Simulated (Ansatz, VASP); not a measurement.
One calculation of ZrS, two programs

```
Zr S
1.0
     0.00000    2.69898    2.48306
     2.69898    0.00000    2.48306
     2.69898    2.69898    0.00000
Zr S
1 1
Direct
  0.00000 0.00000 0.00000
  0.50000 0.50000 0.50000
```

Alike in both runs: task single point; functional PBEsol; k mesh 18 × 18 × 18; occupations gaussian, width 0.15 eV; no spin polarisation.

|  | VASP | Ansatz |
| --- | --- | --- |
| version | VASP 6.6.1 | Ansatz 0.2.0 |
| potentials or method | VASP PAW PBE potentials, release 64 (Zr_sv, S), cutoff 520 eV | scalar-relativistic, plane waves, PAW |
| valence electrons in the cell | 18 | 18 |

|  | VASP | Ansatz | Ansatz less VASP |
| --- | --- | --- | --- |
| gap on the k mesh at the Fermi level (eV) | none | none | - |
| pressure (GPa) | -3.6 | -3.8 | -0.22 |
| traceless stress, the component that is largest in VASP (GPa) | 16.14 | 16.02 | -0.115 |

VASP's potentials were made for PBE, not for PBEsol. A gap of «none» marks a metal or a gap that the smearing closes.
